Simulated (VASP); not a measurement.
# Pb (P3_121) in VASP: single point with PBEsol

Aim: the single point of Pb with PBEsol.

Program: VASP 6.6.1. These are calculated values, not measurements. Logs are shortened: lines on timing, memory, paths and dates and some standing lists are left out, and cuts for length are marked.

**1. The cell of the first run**

It takes space group P3_121 (No. 152, trigonal). The conventional cell has a = 4.590 Å, b = 4.590 Å, c = 5.208 Å, α = 90.00°, β = 90.00°, γ = 120.00°. Pb (site symmetry 2) has 2 Pb at 2.49 Å within 3.3 Å.

**2. Single point, PBEsol**

Input file INCAR:

```
SYSTEM = Pb
ALGO     = Normal         ! electronic algorithm
EDIFF    = 1E-6           ! SCF threshold, eV
ENCUT    = 520            ! plane-wave cutoff, eV
GGA      = PS             ! functional
ISIF     = 2              ! what is computed and relaxed
ISMEAR   = 0              ! smearing method
LASPH    = .TRUE.         ! aspherical terms in the spheres
LCHARG   = .FALSE.        ! write CHGCAR
LREAL    = .FALSE.        ! projectors in reciprocal space
LWAVE    = .FALSE.        ! write WAVECAR
NBANDS   = 28             ! bands
NELM     = 100            ! most SCF steps
PREC     = Accurate       ! precision mode
SIGMA    = 0.1            ! smearing width, eV
```

Input file KPOINTS:

```
k-points
0
G
  6 6 4
  0 0 0
```

Input file POSCAR:

```
Pb
1.0
    4.5902493180      0.0000000000      0.0000000000
   -2.2951246590      3.9752725191      0.0000000000
    0.0000000000      0.0000000000      5.2077915092
Pb
3
Direct
    0.2254000000      0.0000000000      0.3333333333
    0.0000000000      0.2254000000      0.6666666667
    0.7746000000      0.7746000000      0.0000000000
```

Potentials or basis: VASP PAW PBE potentials, release 64 (Pb_d).

On the command line:

```sh
$ cat potpaw_PBE.64/Pb_d/POTCAR > POTCAR
$ mpirun -np 1 vasp_std > vasp.out
```

OUTCAR:

```text
SYSTEM = Pb
   EDIFF = 1E-6
   ENCUT = 520
   GGA = PS
   ISIF = 2
   ISMEAR = 0
   LASPH = .TRUE.
   LREAL = .FALSE.
   NELM = 100
   PREC = Accurate

 ion  position               nearest neighbor table
   1  0.225  0.000  0.333-   3 2.49   2 2.49   3 3.61   3 3.61   2 3.61   2 3.61   2 3.91   3 3.91

   2  0.000  0.225  0.667-   3 2.49   1 2.49   3 3.61   3 3.61   1 3.61   1 3.61   1 3.91   3 3.91

   3  0.775  0.775  0.000-   1 2.49   2 2.49   1 3.61   2 3.61   2 3.61   1 3.61   1 3.91   2 3.91

  LATTYP: Found a hexagonal cell.
 ALAT       =     4.5902493180
 C/A-ratio  =     1.1345334749

  Lattice vectors:

 A1 = (   4.5902493180,   0.0000000000,   0.0000000000)
 A2 = (  -2.2951246590,   3.9752725191,   0.0000000000)
 A3 = (   0.0000000000,   0.0000000000,   5.2077915092)

Analysis of symmetry for initial positions (statically):
=====================================================================
 Subroutine PRICEL returns:
 Original cell was already a primitive cell.

 Routine SETGRP: Setting up the symmetry group for a
 hexagonal supercell.

 Subroutine GETGRP returns: Found  6 space group operations
 (whereof  2 operations were pure point group operations)
 out of a pool of 24 trial point group operations.

The static configuration has the point symmetry C_2 .
 The point group associated with its full space group is D_3 .

Analysis of symmetry for dynamics (positions and initial velocities):
=====================================================================
 Subroutine PRICEL returns:
 Original cell was already a primitive cell.

 Routine SETGRP: Setting up the symmetry group for a
 hexagonal supercell.

 Subroutine GETGRP returns: Found  6 space group operations
 (whereof  2 operations were pure point group operations)
 out of a pool of 24 trial point group operations.

The dynamic configuration has the point symmetry C_2 .
 The point group associated with its full space group is D_3 .

 Subroutine INISYM returns: Found  6 space group operations
 (whereof  2 operations are pure point group operations),
 and found     1 'primitive' translations

----------------------------------------------------------------------------------------

                                     Primitive cell

  volume of cell :      95.0291

  direct lattice vectors                    reciprocal lattice vectors
     4.590249318  0.000000000  0.000000000     0.217853090  0.125777540  0.000000000
    -2.295124659  3.975272519  0.000000000     0.000000000  0.251555081  0.000000000
     0.000000000  0.000000000  5.207791509     0.000000000  0.000000000  0.192019976

  length of vectors
     4.590249318  4.590249318  5.207791509     0.251555081  0.251555081  0.192019976

  position of ions in fractional coordinates (direct lattice)
     0.225400000  0.000000000  0.333333333
     0.000000000  0.225400000  0.666666667
     0.774600000  0.774600000  0.000000000

  ion indices of the primitive-cell ions
   primitive index   ion index
                 1           1
                 2           2
                 3           3

----------------------------------------------------------------------------------------

 KPOINTS: k-points

Automatic generation of k-mesh.
 Grid dimensions read from file:
 generate k-points for:    6    6    4

 Generating k-lattice:

  Cartesian coordinates                     Fractional coordinates (reciprocal lattice)
     0.036308848  0.020962923  0.000000000     0.166666667  0.000000000  0.000000000
     0.000000000  0.041925847  0.000000000     0.000000000  0.166666667  0.000000000
     0.000000000  0.000000000  0.048004994     0.000000000  0.000000000  0.250000000

  Length of vectors
     0.041925847  0.041925847  0.048004994

  Shift w.r.t. Gamma in fractional coordinates (k-lattice)
     0.000000000  0.000000000  0.000000000

 Subroutine IBZKPT returns following result:
 ===========================================

 Found     24 irreducible k-points:

 Following reciprocal coordinates:
            Coordinates               Weight
  0.000000  0.000000  0.000000      1.000000
  0.166667 -0.000000  0.000000      6.000000
  0.333333  0.000000  0.000000      6.000000
  0.500000  0.000000  0.000000      3.000000
  0.166667  0.166667  0.000000      6.000000
  0.333333  0.166667  0.000000     12.000000
[... 16 lines left out ...]
  0.333333  0.166667  0.500000     12.000000
  0.333333  0.333333  0.500000      2.000000
   k-points           NKPTS =     24   k-points in BZ     NKDIM =     24   number of bands    NBANDS=     28
   number of dos      NEDOS =    301   number of ions     NIONS =      3
   total plane-waves  NPLWV =  51840
   dimension x,y,z NGX =    36 NGY =   36 NGZ =   40
   dimension x,y,z NGXF=    72 NGYF=   72 NGZF=   80
   ions per type =               3
   NGX,Y,Z   is equivalent  to a cutoff of  13.04, 13.04, 12.77 a.u.
   NGXF,Y,Z  is equivalent  to a cutoff of  26.08, 26.08, 25.54 a.u.
 SYSTEM =  Pb
   PREC   = accura    normal or accurate (medium, high low for compatibility)
   ISTART =      0    job   : 0-new  1-cont  2-samecut
   ICHARG =      2    charge: 1-file 2-atom 10-const
   ISPIN  =      1    spin polarized calculation?
   LNONCOLLINEAR =      F non collinear calculations
   LSORBIT =      F    spin-orbit coupling
   LASPH  =      T    aspherical Exc in radial PAW
   ENCUT  =  520.0 eV  38.22 Ry    6.18 a.u.   8.53  8.53  9.68*2*pi/ulx,y,z
   NELM   =    100;   NELMIN=  2; NELMDL= -5     # of ELM steps
   EDIFF  = 0.1E-05   stopping-criterion for ELM
   LREAL  =      F    real-space projection
   EDIFFG = 0.1E-04   stopping-criterion for IOM
   NSW    =      0    number of steps for IOM
   IBRION =     -1    ionic relax: 0-MD 1-quasi-New 2-CG
   NFREE  =      0    steps in history (QN), initial steepest desc. (CG)
   ISIF   =      2    stress and relaxation
   ISYM   =      2    0-nonsym 1-usesym 2-fastsym
   POTIM  = 0.5000    time-step for ionic-motion
   TEBEG  =    0.0;   TEEND  =   0.0 temperature during run
   PSTRESS=    0.0 pullay stress
   NELECT =      42.0000    total number of electrons
   NUPDOWN=      -1.0000    fix difference up-down
   EMIN   =  10.00;   EMAX   =-10.00  energy-range for DOS
   EFERMI =   0.00;   METHOD = LEGACY
   ISMEAR =     0;   SIGMA  =   0.10  broadening in eV -4-tet -1-fermi 0-gaus
   EFERMI_NEDOS =   21; number of points for ismear=-14 and -15
   IALGO  =     38    algorithm
   IMIX   =      4    mixing-type and parameters
     AMIX     =   0.40;   BMIX     =  1.00
     AMIX_MAG =   1.60;   BMIX_MAG =  1.00
  volume/ion in A,a.u.               =      31.68       213.76
  Fermi-wavevector in a.u.,A,eV,Ry     =   1.247017  2.356520 21.157755  1.555051
  Thomas-Fermi vector in A             =   2.381168
   LORBIT       =      0    0 simple, 1 ext, 2 COOP (PROOUT), +10 PAW based schemes
   GGA     = PS    functional components
   LHFCALC =     F    Hartree Fock is set to
   AEXX    =    0.0000 exact exchange contribution
   IVDW    =     0    specifies the selected vdW correction
   LEPSILON=     F    determine dielectric tensor
   LRPA    =     F    only Hartree local field effects (RPA)
 non-spin polarized calculation
 Gauss-broadening in eV      SIGMA  =   0.10
  energy-cutoff  :      520.00
  volume of cell :       95.03
 maximum number of plane-waves:      2605
 NGX is ok and might be reduce to    36
   NGX = 17   NGY = 17   NGZ = 19

 number of electron      41.9999998 magnetization

 Free energy of the ion-electron system (eV)
  ---------------------------------------------------
  ext. energy  EPLUGINS =         0.00000000
  ---------------------------------------------------
  free energy    TOTEN  =        -7.92225785 eV

  energy without entropy =       -7.91103443  energy(sigma->0) =       -7.91664614

 E-fermi :   6.5868     XC(G=0):  -9.8962

 val. band max:        6.5789870699   @ k =   0.1667   0.1667   0.0000
 cond. band min:       6.5974202032   @ k =   0.3333   0.3333   0.0000
 fundamental gap:      0.0184331333
 Fermi energy:         6.5867950782

 k-point     1 :       0.0000    0.0000    0.0000
  band No.  band energies     occupation
      1     -12.0109      2.00000
      2     -12.0109      2.00000
      3     -11.4777      2.00000
      4     -11.2971      2.00000
      5     -11.2970      2.00000
      6     -11.1581      2.00000
[... 20 lines left out ...]
     27      12.2440      0.00000
     28      13.1776      0.00000

 k-point     2 :       0.1667   -0.0000    0.0000
  band No.  band energies     occupation
      1     -12.0030      2.00000
      2     -11.9970      2.00000
      3     -11.4821      2.00000
      4     -11.2981      2.00000
      5     -11.2897      2.00000
      6     -11.1765      2.00000
[... 20 lines left out ...]
     27      12.4154      0.00000
     28      12.8010      0.00000

 k-point     3 :       0.3333    0.0000    0.0000
  band No.  band energies     occupation
      1     -11.9868      2.00000
      2     -11.9696      2.00000
      3     -11.4930      2.00000
      4     -11.2980      2.00000
      5     -11.2749      2.00000
      6     -11.2094      2.00000
[... 20 lines left out ...]
     27      12.4847      0.00000
     28      13.2299      0.00000

 k-point     4 :       0.5000    0.0000    0.0000
  band No.  band energies     occupation
      1     -11.9783      2.00000
      2     -11.9561      2.00000
      3     -11.4996      2.00000
      4     -11.2976      2.00000
      5     -11.2674      2.00000
      6     -11.2236      2.00000
[... 20 lines left out ...]
     27      12.2415      0.00000
     28      14.4499      0.00000

 k-point     5 :       0.1667    0.1667    0.0000
  band No.  band energies     occupation
      1     -11.9900      2.00000
      2     -11.9775      2.00000
      3     -11.4892      2.00000
      4     -11.2983      2.00000
      5     -11.2797      2.00000
      6     -11.2019      2.00000
[... 20 lines left out ...]
     27      12.6554      0.00000
     28      13.3180      0.00000

 k-point     6 :       0.3333    0.1667    0.0000
  band No.  band energies     occupation
      1     -11.9753      2.00000
      2     -11.9600      2.00000
      3     -11.4969      2.00000
      4     -11.2953      2.00000
      5     -11.2735      2.00000
      6     -11.2251      2.00000
[... 463 lines left out ...]
      5     -11.1712      2.00000
      6     -11.1629      2.00000
[... 20 lines left out ...]
     27      14.1874      0.00000
     28      15.3905      0.00000

 k-point    22 :       0.1667    0.1667    0.5000
  band No.  band energies     occupation
      1     -12.1031      2.00000
      2     -11.6680      2.00000
      3     -11.6437      2.00000
      4     -11.3914      2.00000
      5     -11.1806      2.00000
      6     -11.1757      2.00000
[... 20 lines left out ...]
     27      12.9895      0.00000
     28      14.3357      0.00000

 k-point    23 :       0.3333    0.1667    0.5000
  band No.  band energies     occupation
      1     -12.1012      2.00000
      2     -11.6606      2.00000
      3     -11.6304      2.00000
      4     -11.3716      2.00000
      5     -11.1705      2.00000
      6     -11.1652      2.00000
[... 20 lines left out ...]
     27      13.4301      0.00000
     28      14.5682      0.00000

 k-point    24 :       0.3333    0.3333    0.5000
  band No.  band energies     occupation
      1     -12.0998      2.00000
      2     -11.6421      2.00000
      3     -11.6421      2.00000
      4     -11.3645      2.00000
      5     -11.1649      2.00000
      6     -11.1649      2.00000
[... 20 lines left out ...]
     27      13.0851      0.00000
     28      13.7420      0.00000

------------------------ aborting loop because EDIFF is reached ----------------------------------------

  FORCE on cell =-STRESS in cart. coord.  units (eV):
  Direction    XX          YY          ZZ          XY          YZ          ZX
  --------------------------------------------------------------------------------------
  -------------------------------------------------------------------------------------
  Total        8.9605732      8.9605732     15.8002280      0.0000000      0.0000000      0.0000000
  in kB      151.0739562    151.0739562    266.3895387      0.0000000      0.0000000      0.0000000
  external PRESSURE =     189.5124837 kB  Pullay stress =       0.0000000 kB

 VOLUME and BASIS-vectors are now :
 -----------------------------------------------------------------------------
  energy-cutoff  :      520.00
  volume of cell :       95.03
      direct lattice vectors                 reciprocal lattice vectors
     4.590249318  0.000000000  0.000000000     0.217853090  0.125777540  0.000000000
    -2.295124659  3.975272519  0.000000000     0.000000000  0.251555081  0.000000000
     0.000000000  0.000000000  5.207791509     0.000000000  0.000000000  0.192019976

 POSITION                                       TOTAL-FORCE (eV/Angst)
 -----------------------------------------------------------------------------------
      1.03464      0.00000      1.73593         6.720547     -0.000000     -0.000000
     -0.51732      0.89603      3.47186        -3.360274      5.820165      0.000000
      1.77780      3.07925      0.00000        -3.360274     -5.820165      0.000000
 -----------------------------------------------------------------------------------
    total drift:                                0.000012      0.000020      0.000000

  FREE ENERGIE OF THE ION-ELECTRON SYSTEM (eV)
  ---------------------------------------------------
  free  energy   TOTEN  =        -7.9222578508 eV

  energy  without entropy=       -7.9110344251  energy(sigma->0) =       -7.91664614
```

Wall time 30 s (1 thread of Intel Xeon 6975P-C (Granite Rapids), shared host); peak memory 0.22 GiB.

Results:

* Free energy: -7.9223 eV
* Pressure: 19.0 GPa
* Largest force: 6.721 eV/Å
* Band gap on the k mesh: zero (band 21 reaches 6.71 eV, above the bottom of band 22 at 6.21 eV)

Forces in eV/Å, atoms in the order of the input:
```
Pb   6.721  0.000  0.000
Pb  -3.360  5.820  0.000
Pb  -3.360 -5.820  0.000
```

Levels at points of the mesh, in eV from the Fermi level:
| k point | band 19 | band 20 | band 21 | band 22 | band 23 | band 24 |
| --- | --- | --- | --- | --- | --- | --- |
| (0.00, 0.00, 0.00) | -1.15 | 0.12 | 0.12 | 0.39 | 0.39 | 2.47 |
| (0.50, 0.00, 0.00) | -2.88 | -1.94 | -1.26 | -0.37 | 1.36 | 2.55 |
| (0.00, 0.00, 0.50) | -0.71 | -0.06 | -0.06 | 0.98 | 0.98 | 1.58 |
| (0.50, 0.00, 0.50) | -4.22 | -1.47 | -1.47 | 0.33 | 1.17 | 4.37 |

Caveat: the PAW data sets were made with another functional, which shifts forces and pressure a little; spin-orbit coupling is left out, which moves the levels of the heavy elements.
